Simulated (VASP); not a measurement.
Set up this calculation in VASP 6.6.1, as the native input.

```
Task                   : single point
Functional             : PBE
Potentials or basis    : VASP PAW PBE potentials, release 64 (Bi_d, Te)
Cutoff                 : 520 eV
k mesh                 : 6 × 6 × 6
Occupations            : fermi-dirac, width 0.1 eV
Spin                   : no spin polarisation
Dipole correction      : no
Further INCAR settings : ALGO = Normal; EDIFF = 1e-07; NBANDS = 18
```

The structure of BiTe lies in POSCAR:

```
BiTe
1.0
    0.0000000000      3.1520144219      3.1520144219
    3.1520144219      0.0000000000      3.1520144219
    3.1520144219      3.1520144219      0.0000000000
Bi Te
1 1
Direct
    0.0000000000      0.0000000000      0.0000000000
    0.5000000000      0.5000000000      0.5000000000
```

One way to write it, as run:

INCAR

```
SYSTEM = BiTe
PREC = Accurate
ENCUT = 520
EDIFF = 1E-7
ISMEAR = -1
SIGMA = 0.1
LREAL = .FALSE.
LASPH = .TRUE.
NELM = 80
ALGO = Normal
ISIF = 2
LWAVE = .FALSE.
LCHARG = .TRUE.
GGA = PE
LELF = .TRUE.
LVHAR = .TRUE.
NBANDS = 18
```

KPOINTS

```
Automatic mesh
0
G
  6 6 6
  0 0 0
```

Potentials or basis: VASP PAW PBE potentials, release 64 (Bi_d, Te).

The run is started by

```sh
$ cat potpaw_PBE.64/Bi_d/POTCAR potpaw_PBE.64/Te/POTCAR > POTCAR
$ mpirun -np 1 vasp_std > vasp.out
```

It gave:

```json
{
 "Pressure": "5.5 GPa"
}
```

Wall time 13 s on 1 thread of Intel Xeon 6975P-C (shared host), peak memory 0.2 GiB.
